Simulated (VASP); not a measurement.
Set up this calculation in VASP 6.6.1, as the native input.

```
Task                   : single point
Functional             : PBE
Potentials or basis    : VASP PAW PBE potentials, release 64 (In_d, Sb)
Cutoff                 : 520 eV
k mesh                 : 6 × 6 × 11
Occupations            : fermi-dirac, width 0.08 eV
Spin                   : no spin polarisation
Dipole correction      : no
Further INCAR settings : ALGO = Normal; EDIFF = 1e-06; NBANDS = 26
```

The structure of InSb lies in POSCAR:

```
InSb
1.0
    5.1962900000      0.0000000000      0.0000000000
    0.0000000000      5.5406400000      0.0000000000
    0.0000000000      0.0000000000      3.0630000000
In Sb
2 2
Direct
    0.0000000000      0.0000000000      0.0000000000
    0.5000000000      0.5000000000      0.0000000000
    0.5000000000      0.0000000000      0.8350000000
    0.0000000000      0.5000000000      0.1650000000
```

This cell differs from its parent crystal: equal xx and yy strain of -3 %.

The input as run:

INCAR

```
SYSTEM = InSb
  PREC = Accurate
  ENCUT = 520
  EDIFF = 1E-6
  ISMEAR = -1
  SIGMA = 0.08
  LREAL = .FALSE.
  LASPH = .TRUE.
  NELM = 60
  ALGO = Normal
  ISIF = 2
  LWAVE = .FALSE.
  LCHARG = .FALSE.
  GGA = PE
  NBANDS = 26
```

KPOINTS

```
Automatic mesh
0
G
  6 6 11
  0 0 0
```

Potentials or basis: VASP PAW PBE potentials, release 64 (In_d, Sb).

Launch:

```sh
$ cat potpaw_PBE.64/In_d/POTCAR potpaw_PBE.64/Sb/POTCAR > POTCAR
$ mpirun -np 1 vasp_std > vasp.out
```

Results of the run:

| Quantity | Value |
| --- | --- |
| Pressure | 27.1 GPa |
| Largest force | 1.133 eV/Å |
| Band gap on the k mesh | zero (bands 18 and 19 overlap by 3.88 eV) |

Caveat: the cell differs from its parent crystal (equal xx and yy strain of -3 %); the stress differs along the axes, from 14 to 44 GPa; spin-orbit coupling is left out, which moves the levels of the heavy elements; forces of over 1 eV/Å act on the atoms, so gaps and moduli don't describe the material at rest.

Run time: 63 s on 1 thread of AMD EPYC 9R45 96-Core Processor (Zen 5), with other jobs on the host, peak memory 0.3 GiB.
